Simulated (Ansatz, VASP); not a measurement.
Given: the input of a run of Ansatz 0.2.0 on B2P.

The input input:

```
crystal:
  lattice:
    - [1.51512, 0.87475, 3.92488]
    - [-1.51512, 0.87475, 3.92488]
    - [0.0, -1.7495, 3.92488]
  atoms:
    - { symbol: B, position: [0.42934, 0.42934, 0.42934] }
    - { symbol: B, position: [0.57066, 0.57066, 0.57066] }
    - { symbol: P, position: [0.0, 0.0, 0.0] }
hamiltonian:
  xc: { exchange: pbe, correlation: pbe, exx: { coeff: 0.25, omega: 0.2 } }
  pseudopotentials: { kind: paw }
kpoints:
  mp_grid: { grid: [5, 5, 5] }
scf:
  occupations: { method: fermi_dirac, width: 0.05 }
output:
  forces: true
  stress: true
  eigenvalues: true
```

Problem. Translate it to VASP 6.6.1. Potentials there: VASP PAW PBE potentials, release 64 (B, P).

Solution. As run (the cutoff follows the program's own potentials):

File POSCAR:

```
B2P
1.0
    1.5151200000      0.8747500000      3.9248800000
   -1.5151200000      0.8747500000      3.9248800000
    0.0000000000     -1.7495000000      3.9248800000
B P
2 1
Direct
    0.4293400000      0.4293400000      0.4293400000
    0.5706600000      0.5706600000      0.5706600000
    0.0000000000      0.0000000000      0.0000000000
```

INCAR.step1

```
SYSTEM = B2P
PREC = Accurate
ENCUT = 520
EDIFF = 1E-5
ISMEAR = -1
SIGMA = 0.05
LREAL = .False.
LASPH = .True.
NELM = 80
ALGO = Normal
ISIF = 2
LWAVE = .True.
LCHARG = .False.
GGA = PE
NBANDS = 12
```

File INCAR.step2:

```
SYSTEM = B2P
PREC = Accurate
ENCUT = 520
EDIFF = 1E-7
ISMEAR = -1
SIGMA = 0.05
LREAL = .False.
LASPH = .True.
NELM = 80
ALGO = Normal
ISIF = 2
LWAVE = .False.
LCHARG = .False.
GGA = PE
LHFCALC = .True.
AEXX = 0.25
HFSCREEN = 0.2
PRECFOCK = Normal
ISTART = 1
NBANDS = 12
```

KPOINTS

```
regular mesh
0
Gamma
  5 5 5
  0 0 0
```

Potentials or basis: VASP PAW PBE potentials, release 64 (B, P).

Command:

```console
$ cat potpaw_PBE.64/B/POTCAR potpaw_PBE.64/P/POTCAR > POTCAR
$ cp INCAR.step1 INCAR
$ mpirun -np 1 vasp_std > vasp.out
$ cp INCAR.step2 INCAR
$ mpirun -np 1 vasp_std > vasp.out
```

Both were run:

|  | VASP | Ansatz | Ansatz less VASP |
| --- | --- | --- | --- |
| gap on the k mesh at the Fermi level (eV) | none | none | - |
| pressure (GPa) | -2.5 | -2.0 | +0.45 |
| traceless stress, the component that is largest in VASP (GPa) | 2.96 | 2.83 | -0.127 |
| rms of the force components (eV/Å) | 0.077 | 0.093 | +0.0156 |

VASP's potentials were made for PBE, not for PBE-based screened hybrid. Atom by atom the forces differ by 0.016 eV/Å (rms over components). A gap of «none» marks a metal or a gap that the smearing closes.

The k mesh is coarse, so the values compare programs but aren't converged.
